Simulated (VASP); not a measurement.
# RuS2 (Pa-3) in VASP: notebook, part 2 of 3

VASP 6.6.1. Earlier steps stand in the parts before.

### 3 Single point, PBE

This run uses another cell than the first one, of 15.02 Å³/atom.

File INCAR:

```
PREC = Accurate
ENCUT = 520
EDIFF = 1E-6
ISMEAR = -1
SIGMA = 0.02
LREAL = F
LASPH = T
NELM = 80
ALGO = Normal
ISIF = 2
LWAVE = F
LCHARG = F
GGA = PE
NBANDS = 64
```

File KPOINTS:

```
Automatic mesh
0
Gamma
  4 4 4
```

File POSCAR:

```
RuS2
1.0
    5.6490404442      0.0000000000      0.0000000000
    0.0000000000      5.6490404442      0.0000000000
    0.0000000000      0.0000000000      5.6490404442
Ru S
4 8
Direct
    0.0000000000      0.5000000000      0.5000000000
    0.5000000000      0.5000000000      0.0000000000
    0.5000000000      0.0000000000      0.5000000000
    0.0000000000      0.0000000000      0.0000000000
    0.3866830624      0.1133169376      0.8866830624
    0.1133169376      0.8866830624      0.3866830624
    0.8866830624      0.3866830624      0.1133169376
    0.6133169376      0.6133169376      0.6133169376
    0.3866830624      0.3866830624      0.3866830624
    0.1133169376      0.6133169376      0.8866830624
    0.8866830624      0.1133169376      0.6133169376
    0.6133169376      0.8866830624      0.1133169376
```

Potentials or basis: VASP PAW PBE potentials, release 64 (Ru_pv, S).

Command:

```sh
cat potpaw_PBE.64/Ru_pv/POTCAR potpaw_PBE.64/S/POTCAR > POTCAR
mpirun -np 1 vasp_std > vasp.out
```

OUTCAR:

```text
PREC = Accurate
   ENCUT = 520
   EDIFF = 1E-6
   ISMEAR = -1
   LREAL = F
   LASPH = T
   NELM = 80
   ISIF = 2
   GGA = PE

 ion  position               nearest neighbor table
   1  0.000  0.500  0.500-   6 2.36   7 2.36   8 2.36   9 2.36  10 2.36  11 2.36
   2  0.500  0.500  0.000-   5 2.36   7 2.36   8 2.36   9 2.36  10 2.36  12 2.36
   3  0.500  0.000  0.500-   5 2.36   6 2.36   8 2.36   9 2.36  11 2.36  12 2.36
   4  0.000  0.000  0.000-   5 2.36   6 2.36   7 2.36  10 2.36  11 2.36  12 2.36
   5  0.387  0.113  0.887-  12 2.22   3 2.36   4 2.36   2 2.36
   6  0.113  0.887  0.387-  11 2.22   3 2.36   4 2.36   1 2.36
   7  0.887  0.387  0.113-  10 2.22   2 2.36   4 2.36   1 2.36
   8  0.613  0.613  0.613-   9 2.22   2 2.36   3 2.36   1 2.36
   9  0.387  0.387  0.387-   8 2.22   2 2.36   3 2.36   1 2.36
  10  0.113  0.613  0.887-   7 2.22   2 2.36   4 2.36   1 2.36
  11  0.887  0.113  0.613-   6 2.22   3 2.36   4 2.36   1 2.36
  12  0.613  0.887  0.113-   5 2.22   3 2.36   4 2.36   2 2.36

  LATTYP: Found a simple cubic cell.
 ALAT       =     5.6490404442

  Lattice vectors:

 A1 = (   5.6490404442,   0.0000000000,   0.0000000000)
 A2 = (   0.0000000000,   5.6490404442,   0.0000000000)
 A3 = (   0.0000000000,   0.0000000000,   5.6490404442)

Analysis of symmetry for initial positions (statically):
=====================================================================
 Subroutine PRICEL returns:
 Original cell was already a primitive cell.

 Routine SETGRP: Setting up the symmetry group for a
 simple cubic supercell.

 Subroutine GETGRP returns: Found 24 space group operations
 (whereof  6 operations were pure point group operations)
 out of a pool of 48 trial point group operations.

The static configuration has the point symmetry S_6 .
 The point group associated with its full space group is T_h .

Analysis of symmetry for dynamics (positions and initial velocities):
=====================================================================
 Subroutine PRICEL returns:
 Original cell was already a primitive cell.

 Routine SETGRP: Setting up the symmetry group for a
 simple cubic supercell.

 Subroutine GETGRP returns: Found 24 space group operations
 (whereof  6 operations were pure point group operations)
 out of a pool of 48 trial point group operations.

The dynamic configuration has the point symmetry S_6 .
 The point group associated with its full space group is T_h .

 Subroutine INISYM returns: Found 24 space group operations
 (whereof  6 operations are pure point group operations),
 and found     1 'primitive' translations

----------------------------------------------------------------------------------------

                                     Primitive cell

  volume of cell :     180.2702

  direct lattice vectors                    reciprocal lattice vectors
     5.649040444  0.000000000  0.000000000     0.177021214  0.000000000  0.000000000
     0.000000000  5.649040444  0.000000000     0.000000000  0.177021214  0.000000000
     0.000000000  0.000000000  5.649040444     0.000000000  0.000000000  0.177021214

  length of vectors
     5.649040444  5.649040444  5.649040444     0.177021214  0.177021214  0.177021214

  position of ions in fractional coordinates (direct lattice)
     0.000000000  0.500000000  0.500000000
     0.500000000  0.500000000  0.000000000
[... 66 lines left out ...]
   number of dos      NEDOS =    301   number of ions     NIONS =     12
   total plane-waves  NPLWV =  74088
   dimension x,y,z NGX =    42 NGY =   42 NGZ =   42
   dimension x,y,z NGXF=    84 NGYF=   84 NGZF=   84
   ions per type =               4   8
   NGX,Y,Z   is equivalent  to a cutoff of  12.36, 12.36, 12.36 a.u.
   NGXF,Y,Z  is equivalent  to a cutoff of  24.72, 24.72, 24.72 a.u.
 SYSTEM =  unknown system
   PREC   = accura    normal or accurate (medium, high low for compatibility)
   ISTART =      0    job   : 0-new  1-cont  2-samecut
   ICHARG =      2    charge: 1-file 2-atom 10-const
   ISPIN  =      1    spin polarized calculation?
   LNONCOLLINEAR =      F non collinear calculations
   LSORBIT =      F    spin-orbit coupling
   LASPH  =      T    aspherical Exc in radial PAW
   ENCUT  =  520.0 eV  38.22 Ry    6.18 a.u.  10.50 10.50 10.50*2*pi/ulx,y,z
   NELM   =     80;   NELMIN=  2; NELMDL= -5     # of ELM steps
   EDIFF  = 0.1E-05   stopping-criterion for ELM
   LREAL  =      F    real-space projection
   EDIFFG = 0.1E-04   stopping-criterion for IOM
   NSW    =      0    number of steps for IOM
   IBRION =     -1    ionic relax: 0-MD 1-quasi-New 2-CG
   NFREE  =      0    steps in history (QN), initial steepest desc. (CG)
   ISIF   =      2    stress and relaxation
   ISYM   =      2    0-nonsym 1-usesym 2-fastsym
   POTIM  = 0.5000    time-step for ionic-motion
   TEBEG  =    0.0;   TEEND  =   0.0 temperature during run
   PSTRESS=    0.0 pullay stress
   NELECT =     104.0000    total number of electrons
   NUPDOWN=      -1.0000    fix difference up-down
   EMIN   =  10.00;   EMAX   =-10.00  energy-range for DOS
   EFERMI =   0.00;   METHOD = LEGACY
   ISMEAR =    -1;   SIGMA  =   0.02  broadening in eV -4-tet -1-fermi 0-gaus
   EFERMI_NEDOS =   21; number of points for ismear=-14 and -15
   IALGO  =     38    algorithm
   IMIX   =      4    mixing-type and parameters
     AMIX     =   0.40;   BMIX     =  1.00
     AMIX_MAG =   1.60;   BMIX_MAG =  1.00
  volume/ion in A,a.u.               =      15.02       101.38
  Fermi-wavevector in a.u.,A,eV,Ry     =   1.362839  2.575393 25.270515  1.857330
  Thomas-Fermi vector in A             =   2.489294
   LORBIT       =      0    0 simple, 1 ext, 2 COOP (PROOUT), +10 PAW based schemes
   GGA     = PE    functional components
   LHFCALC =     F    Hartree Fock is set to
   AEXX    =    0.0000 exact exchange contribution
   IVDW    =     0    specifies the selected vdW correction
   LEPSILON=     F    determine dielectric tensor
   LRPA    =     F    only Hartree local field effects (RPA)
 non-spin polarized calculation
  energy-cutoff  :      520.00
  volume of cell :      180.27
 maximum number of plane-waves:      4945
   NGX = 21   NGY = 21   NGZ = 21

 number of electron     104.0000050 magnetization

 Free energy of the ion-electron system (eV)
  ---------------------------------------------------
  ext. energy  EPLUGINS =         0.00000000
  ---------------------------------------------------
  free energy    TOTEN  =       -76.59937205 eV

  energy without entropy =      -76.59937203  energy(sigma->0) =      -76.59937204

 E-fermi :   9.0195     XC(G=0): -11.8447

 val. band max:        8.7053009653   @ k =   0.5000   0.0000   0.0000
 cond. band min:       9.2956805973   @ k =   0.0000   0.0000   0.0000
 fundamental gap:      0.5903796319
 Fermi energy:         9.0194519412

 k-point     1 :       0.0000    0.0000    0.0000
  band No.  band energies     occupation
      1     -33.2612      2.00000
      2     -33.2612      2.00000
      3     -33.2612      2.00000
      4     -33.2524      2.00000
      5     -33.2524      2.00000
      6     -33.2495      2.00000
[... 726 lines left out ...]
     63      12.3915      0.00000
     64      12.3915      0.00000

------------------------ aborting loop because EDIFF is reached ----------------------------------------

  FORCE on cell =-STRESS in cart. coord.  units (eV):
  Direction    XX          YY          ZZ          XY          YZ          ZX
  --------------------------------------------------------------------------------------
  -------------------------------------------------------------------------------------
  Total       -0.2948820     -0.2948820     -0.2948820     -0.0000000      0.0000000      0.0000000
  in kB       -2.6208053     -2.6208053     -2.6208053     -0.0000000      0.0000000      0.0000000
  external PRESSURE =      -2.6208053 kB  Pullay stress =       0.0000000 kB

 VOLUME and BASIS-vectors are now :
 -----------------------------------------------------------------------------
  energy-cutoff  :      520.00
  volume of cell :      180.27
      direct lattice vectors                 reciprocal lattice vectors
     5.649040444  0.000000000  0.000000000     0.177021214  0.000000000  0.000000000
     0.000000000  5.649040444  0.000000000     0.000000000  0.177021214  0.000000000
     0.000000000  0.000000000  5.649040444     0.000000000  0.000000000  0.177021214

 POSITION                                       TOTAL-FORCE (eV/Angst)
 -----------------------------------------------------------------------------------
      0.00000      2.82452      2.82452         0.000000      0.000000     -0.000000
      2.82452      2.82452      0.00000         0.000000      0.000000     -0.000000
      2.82452      0.00000      2.82452         0.000000      0.000000     -0.000000
      0.00000      0.00000      0.00000         0.000000      0.000000     -0.000000
      2.18439      0.64013      5.00891         0.020614     -0.020614      0.020614
      0.64013      5.00891      2.18439        -0.020614      0.020614      0.020614
      5.00891      2.18439      0.64013         0.020614      0.020614     -0.020614
      3.46465      3.46465      3.46465        -0.020614     -0.020614     -0.020614
      2.18439      2.18439      2.18439         0.020614      0.020614      0.020614
      0.64013      3.46465      5.00891        -0.020614     -0.020614      0.020614
      5.00891      0.64013      3.46465         0.020614     -0.020614     -0.020614
      3.46465      5.00891      0.64013        -0.020614      0.020614     -0.020614
 -----------------------------------------------------------------------------------
    total drift:                                0.000000     -0.000000     -0.000000

  FREE ENERGIE OF THE ION-ELECTRON SYSTEM (eV)
  ---------------------------------------------------
  free  energy   TOTEN  =       -76.5993720503 eV

  energy  without entropy=      -76.5993720302  energy(sigma->0) =      -76.59937204
```

Run time: 82 s. Hardware: 1 thread of Intel Xeon 6975P-C (Granite Rapids), shared host; peak memory 0.29 GiB.

Results:

| Item | Value |
| --- | --- |
| Free energy | -76.5994 eV |
| Pressure | -0.3 GPa |
| Largest force | 0.036 eV/Å |
| Band gap on the k mesh | 0.59 eV (least direct gap 0.81 eV) |

Forces on the atoms (eV/Å):
```
Ru   0.000  0.000  0.000
Ru   0.000  0.000  0.000
Ru   0.000  0.000  0.000
Ru   0.000  0.000  0.000
S    0.021 -0.021  0.021
S   -0.021  0.021  0.021
S    0.021  0.021 -0.021
S   -0.021 -0.021 -0.021
S    0.021  0.021  0.021
S   -0.021 -0.021  0.021
S    0.021 -0.021 -0.021
S   -0.021  0.021 -0.021
```

Levels at points of the mesh, in eV from the valence-band top:
```
           k point  band 49  band 50  band 51  band 52  band 53  band 54  band 55  band 56
(0.00, 0.00, 0.00)    -0.52    -0.52    -0.52    -0.22     0.59     2.47     2.47     2.47
(0.50, 0.00, 0.00)    -0.27    -0.27     0.00     0.00     1.99     1.99     2.17     2.17
(0.50, 0.50, 0.00)    -0.11    -0.11    -0.11    -0.11     2.35     2.35     2.35     2.35
(0.50, 0.50, 0.50)    -0.67    -0.67    -0.67    -0.67     2.17     2.17     2.17     2.17
```

Caveat: semilocal functionals underestimate gaps, and a narrow one can read as zero. A k mesh can miss the band edges.

### 4 Single point, r2SCAN

File POSCAR:

```
RuS2
1.0
    5.6319165433      0.0000000000      0.0000000000
    0.0000000000      5.6319165433      0.0000000000
    0.0000000000      0.0000000000      5.6319165433
Ru S
4 8
Direct
    0.0000000000      0.5000000000      0.5000000000
    0.5000000000      0.5000000000      0.0000000000
    0.5000000000      0.0000000000      0.5000000000
    0.0000000000      0.0000000000      0.0000000000
    0.3879160855      0.1120839145      0.8879160855
    0.1120839145      0.8879160855      0.3879160855
    0.8879160855      0.3879160855      0.1120839145
    0.6120839145      0.6120839145      0.6120839145
    0.3879160855      0.3879160855      0.3879160855
    0.1120839145      0.6120839145      0.8879160855
    0.8879160855      0.1120839145      0.6120839145
    0.6120839145      0.8879160855      0.1120839145
```

File INCAR.step1:

```
PREC = Accurate ; ENCUT = 520
ISMEAR = -1 ; SIGMA = 0.02
LREAL = False ; LASPH = True
NELM = 60 ; NBANDS = 64
GGA = PE ; ALGO = Normal
EDIFF = 1E-4 ; LWAVE = True
LCHARG = False
```

File INCAR.step2:

```
PREC = Accurate ; ENCUT = 520
EDIFF = 1E-7 ; ISMEAR = -1
SIGMA = 0.02 ; LREAL = False
LASPH = True ; NELM = 60
ALGO = Normal ; ISIF = 2
LWAVE = False ; LCHARG = True
METAGGA = R2SCAN ; LMIXTAU = True
LELF = True ; LVHAR = True
NBANDS = 64 ; ISTART = 1
```

KPOINTS is that of step 3.

Potentials or basis: VASP PAW PBE potentials, release 64 (Ru_pv, S).

Command:

```sh
cat potpaw_PBE.64/Ru_pv/POTCAR potpaw_PBE.64/S/POTCAR > POTCAR
cp INCAR.step1 INCAR
mpirun -np 1 vasp_std > vasp.out
cp INCAR.step2 INCAR
mpirun -np 1 vasp_std > vasp.out
```

OUTCAR:

```text
PREC = Accurate
   ENCUT = 520
   EDIFF = 1E-7
   ISMEAR = -1
   LREAL = False
   LASPH = True
   NELM = 60
   ISIF = 2
   METAGGA = R2SCAN
   ISTART = 1

 ion  position               nearest neighbor table
   1  0.000  0.500  0.500-   6 2.36   7 2.36   8 2.36   9 2.36  10 2.36  11 2.36
   2  0.500  0.500  0.000-   5 2.36   7 2.36   8 2.36   9 2.36  10 2.36  12 2.36
   3  0.500  0.000  0.500-   5 2.36   6 2.36   8 2.36   9 2.36  11 2.36  12 2.36
   4  0.000  0.000  0.000-   5 2.36   6 2.36   7 2.36  10 2.36  11 2.36  12 2.36
   5  0.388  0.112  0.888-  12 2.19   3 2.36   4 2.36   2 2.36
   6  0.112  0.888  0.388-  11 2.19   3 2.36   4 2.36   1 2.36
   7  0.888  0.388  0.112-  10 2.19   2 2.36   4 2.36   1 2.36
   8  0.612  0.612  0.612-   9 2.19   2 2.36   3 2.36   1 2.36
   9  0.388  0.388  0.388-   8 2.19   2 2.36   3 2.36   1 2.36
  10  0.112  0.612  0.888-   7 2.19   2 2.36   4 2.36   1 2.36
  11  0.888  0.112  0.612-   6 2.19   3 2.36   4 2.36   1 2.36
  12  0.612  0.888  0.112-   5 2.19   3 2.36   4 2.36   2 2.36

  LATTYP: Found a simple cubic cell.
 ALAT       =     5.6319165433

  Lattice vectors:

 A1 = (   5.6319165433,   0.0000000000,   0.0000000000)
 A2 = (   0.0000000000,   5.6319165433,   0.0000000000)
 A3 = (   0.0000000000,   0.0000000000,   5.6319165433)

Analysis of symmetry for initial positions (statically):
=====================================================================
 Subroutine PRICEL returns:
 Original cell was already a primitive cell.

 Routine SETGRP: Setting up the symmetry group for a
 simple cubic supercell.

 Subroutine GETGRP returns: Found 24 space group operations
 (whereof  6 operations were pure point group operations)
 out of a pool of 48 trial point group operations.

The static configuration has the point symmetry S_6 .
 The point group associated with its full space group is T_h .

Analysis of symmetry for dynamics (positions and initial velocities):
[... 148 lines left out ...]
   LRPA    =     F    only Hartree local field effects (RPA)
 non-spin polarized calculation
  energy-cutoff  :      520.00
  volume of cell :      178.64
 maximum number of plane-waves:      4839
 NGX is ok and might be reduce to    42
   NGX = 21   NGY = 21   NGZ = 21

 number of electron     104.0000038 magnetization

 Free energy of the ion-electron system (eV)
  ---------------------------------------------------
  ext. energy  EPLUGINS =         0.00000000
  ---------------------------------------------------
  free energy    TOTEN  =      -174.20660048 eV

  energy without entropy =     -174.20660048  energy(sigma->0) =     -174.20660048

 E-fermi :   9.1277     XC(G=0): -12.6417

 val. band max:        8.6548620880   @ k =   0.5000   0.0000   0.0000
 cond. band min:       9.5499655716   @ k =   0.0000   0.0000   0.0000
 fundamental gap:      0.8951034836
 Fermi energy:         9.1277054866

 k-point     1 :       0.0000    0.0000    0.0000
  band No.  band energies     occupation
      1     -34.5274      2.00000
      2     -34.5274      2.00000
      3     -34.5274      2.00000
      4     -34.5168      2.00000
      5     -34.5168      2.00000
      6     -34.5136      2.00000
[... 726 lines left out ...]
     63      12.7725      0.00000
     64      12.7725      0.00000

------------------------ aborting loop because EDIFF is reached ----------------------------------------

  FORCE on cell =-STRESS in cart. coord.  units (eV):
  Direction    XX          YY          ZZ          XY          YZ          ZX
  --------------------------------------------------------------------------------------
  -------------------------------------------------------------------------------------
  Total       -0.1495837     -0.1495837     -0.1495837      0.0000000      0.0000000     -0.0000000
  in kB       -1.3416099     -1.3416099     -1.3416099      0.0000000      0.0000000     -0.0000000
  external PRESSURE =      -1.3416099 kB  Pullay stress =       0.0000000 kB

 VOLUME and BASIS-vectors are now :
 -----------------------------------------------------------------------------
  energy-cutoff  :      520.00
  volume of cell :      178.64
      direct lattice vectors                 reciprocal lattice vectors
     5.631916543  0.000000000  0.000000000     0.177559449  0.000000000  0.000000000
     0.000000000  5.631916543  0.000000000     0.000000000  0.177559449  0.000000000
     0.000000000  0.000000000  5.631916543     0.000000000  0.000000000  0.177559449

 POSITION                                       TOTAL-FORCE (eV/Angst)
 -----------------------------------------------------------------------------------
      0.00000      2.81596      2.81596         0.000000      0.000000      0.000000
      2.81596      2.81596      0.00000         0.000000      0.000000      0.000000
      2.81596      0.00000      2.81596         0.000000      0.000000      0.000000
      0.00000      0.00000      0.00000         0.000000      0.000000      0.000000
      2.18471      0.63125      5.00067         0.024786     -0.024786      0.024786
      0.63125      5.00067      2.18471        -0.024786      0.024786      0.024786
      5.00067      2.18471      0.63125         0.024786      0.024786     -0.024786
      3.44721      3.44721      3.44721        -0.024786     -0.024786     -0.024786
      2.18471      2.18471      2.18471         0.024786      0.024786      0.024786
      0.63125      3.44721      5.00067        -0.024786     -0.024786      0.024786
      5.00067      0.63125      3.44721         0.024786     -0.024786     -0.024786
      3.44721      5.00067      0.63125        -0.024786      0.024786     -0.024786
 -----------------------------------------------------------------------------------
    total drift:                                0.000000     -0.000000     -0.000000

  FREE ENERGIE OF THE ION-ELECTRON SYSTEM (eV)
  ---------------------------------------------------
  free  energy   TOTEN  =      -174.2066004801 eV

  energy  without entropy=     -174.2066004801  energy(sigma->0) =     -174.20660048
```

OSZICAR.step1:

```text
N       E                     dE             d eps       ncg     rms          rms(c)
DAV:   1     0.100759704531E+04    0.10076E+04   -0.56389E+04  1496   0.159E+03
DAV:   2    -0.480024404798E+01   -0.10124E+04   -0.97773E+03  1552   0.424E+02
DAV:   3    -0.763838247485E+02   -0.71584E+02   -0.69750E+02  1744   0.103E+02
DAV:   4    -0.783906747559E+02   -0.20069E+01   -0.19946E+01  1624   0.170E+01
DAV:   5    -0.784312021869E+02   -0.40527E-01   -0.40510E-01  1704   0.247E+00    0.370E+01
DAV:   6    -0.773133602575E+02    0.11178E+01   -0.11354E+01  1512   0.183E+01    0.163E+01
DAV:   7    -0.769061996647E+02    0.40716E+00   -0.51851E+00  1512   0.133E+01    0.130E+01
DAV:   8    -0.765908041115E+02    0.31540E+00   -0.10626E+00  1448   0.602E+00    0.741E-01
DAV:   9    -0.765883876051E+02    0.24165E-02   -0.71120E-02  1584   0.105E+00    0.389E-01
DAV:  10    -0.765882595002E+02    0.12810E-03   -0.64370E-03  1552   0.393E-01    0.192E-01
DAV:  11    -0.765883583446E+02   -0.98844E-04   -0.96393E-04  1464   0.146E-01
   1 F= -.76588358E+02 E0= -.76588358E+02  d E =-.114112E-08
```

Run time: 4.1 min. Hardware: 1 thread of Intel Xeon 6975P-C (Granite Rapids), shared host; peak memory 0.31 GiB.

Results:

```
Free energy            : -174.2066 eV
Pressure               : -0.1 GPa
Largest force          : 0.043 eV/Å
Band gap on the k mesh : 0.90 eV (least direct gap 1.14 eV)
```

Forces in eV/Å, atoms in the order of the input:
```
Ru   0.000  0.000  0.000
Ru   0.000  0.000  0.000
Ru   0.000  0.000  0.000
Ru   0.000  0.000  0.000
S    0.025 -0.025  0.025
S   -0.025  0.025  0.025
S    0.025  0.025 -0.025
S   -0.025 -0.025 -0.025
S    0.025  0.025  0.025
S   -0.025 -0.025  0.025
S    0.025 -0.025 -0.025
S   -0.025  0.025 -0.025
```

Caveat: the PAW data sets were made with another functional, which shifts forces and pressure a little. A k mesh can miss the band edges.

(Part 2 of 3 ends here.)
